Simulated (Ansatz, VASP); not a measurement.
Two plane-wave programs on SrCl2

Contents of POSCAR:

```
SrCl2
1.0
    0.0000000000      3.5342546063      3.5342546063
    3.5342546063      0.0000000000      3.5342546063
    3.5342546063      3.5342546063      0.0000000000
Sr Cl
1 2
Direct
    0.0000000000      0.0000000000      0.0000000000
    0.7500000000      0.7500000000      0.7500000000
    0.2500000000      0.2500000000      0.2500000000
```

File INCAR.step1:

```
SYSTEM = SrCl2
  ALGO = Normal
  EDIFF = 1E-4
  ENCUT = 520
  GGA = PE
  ISMEAR = -1
  LASPH = .TRUE.
  LCHARG = .FALSE.
  LREAL = .FALSE.
  LWAVE = .TRUE.
  NBANDS = 19
  NELM = 80
  PREC = Accurate
  SIGMA = 0.05
```

File INCAR.step2:

```
SYSTEM = SrCl2
  ALGO = Normal
  EDIFF = 1E-6
  ENCUT = 520
  ISIF = 2
  ISMEAR = -1
  ISTART = 1
  LASPH = .TRUE.
  LCHARG = .FALSE.
  LMIXTAU = .TRUE.
  LREAL = .FALSE.
  LWAVE = .FALSE.
  METAGGA = R2SCAN
  NBANDS = 19
  NELM = 80
  PREC = Accurate
  SIGMA = 0.05
```

The input KPOINTS:

```
k-points
0
G
  7 7 7
  0 0 0
```

File input.yaml:

```yaml
crystal:
  lattice:
    - [0.0, 3.5342546063, 3.5342546063]
    - [3.5342546063, 0.0, 3.5342546063]
    - [3.5342546063, 3.5342546063, 0.0]
  atoms:
    - { symbol: Sr, position: [0.0, 0.0, 0.0] }
    - { symbol: Cl, position: [0.75, 0.75, 0.75] }
    - { symbol: Cl, position: [0.25, 0.25, 0.25] }
hamiltonian:
  xc: r2scan
  pseudopotentials: { kind: paw }
kpoints:
  mp_grid: { grid: [7, 7, 7] }
scf:
  occupations: { method: fermi_dirac, width: 0.05 }
output:
  forces: true
  stress: true
  eigenvalues: true
  write_density: true
  write_potential: true
  elf: true
  volumetric_format: npy
```

Alike in both runs: task single point; functional r2SCAN; k mesh 7 × 7 × 7; occupations fermi-dirac, width 0.05 eV; no spin polarisation.

|  | VASP | Ansatz |
| --- | --- | --- |
| version | VASP 6.6.1 | Ansatz 0.2.0 |
| potentials or method | VASP PAW PBE potentials, release 64 (Sr_sv, Cl) | Ansatz PAW |
| plane-wave cutoff (eV) | 520 | 500 |
| valence electrons in the cell | 24 | 24 |

|  | VASP | Ansatz | Ansatz less VASP |
| --- | --- | --- | --- |
| gap on the k mesh at the Fermi level (eV) | 5.85 | 5.85 | -0.001 |
| least direct gap on the mesh (eV) | 6.15 | 6.15 | -0.003 |
| pressure (GPa) | -1.1 | -1.1 | -0.03 |

VASP's potentials were made for PBE, not for r2SCAN. With one functional, cell and mesh, what is left measures potentials, basis and numerics.

Noted on Ansatz's run: odd divisions of the mesh miss points on the zone boundary, where band edges often lie, so the gap on the mesh can be too wide.
